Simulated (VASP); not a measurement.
A run of VASP 6.6.1:

Contents of INCAR:

```
PREC = Accurate
ENCUT = 600
EDIFF = 1E-6
ISMEAR = 0
SIGMA = 0.1
LREAL = False
LASPH = True
NELM = 120
ALGO = Normal
ISIF = 2
LWAVE = False
LCHARG = False
GGA = B5
ALDAX = 1.0
AGGAX = 1.0
AGGAC = 1.0
ALDAC = 0.0
NBANDS = 15
NELECT = 15.75
GGA_COMPAT = False
```

KPOINTS

```
regular mesh
0
Gamma
  8 8 8
```

File POSCAR:

```
KF
1.0
    3.2589550000      0.0000000000      0.0000000000
    0.0000000000      3.2589550000      0.0000000000
    0.0000000000      0.0000000000      3.2589550000
K F
1 1
Direct
    0.0000000000      0.0000000000      0.0000000000
    0.5000000000      0.5000000000      0.5000000000
```

Potentials or basis: VASP PAW PBE potentials, release 64 (K_sv, F).

Command:

```bash
$ cat potpaw_PBE.64/K_sv/POTCAR potpaw_PBE.64/F/POTCAR > POTCAR
$ mpirun -np 1 vasp_std > vasp.out
```

Hardware: 1 thread of Intel Xeon 8259CL, with other jobs on the host.

Question: Estimate the wall time of this run.

Answer: Run time: 37 s on 1 thread of Intel Xeon 8259CL (shared host), peak memory 0.17 GiB. Counts: scf iterations 13, k points 35.
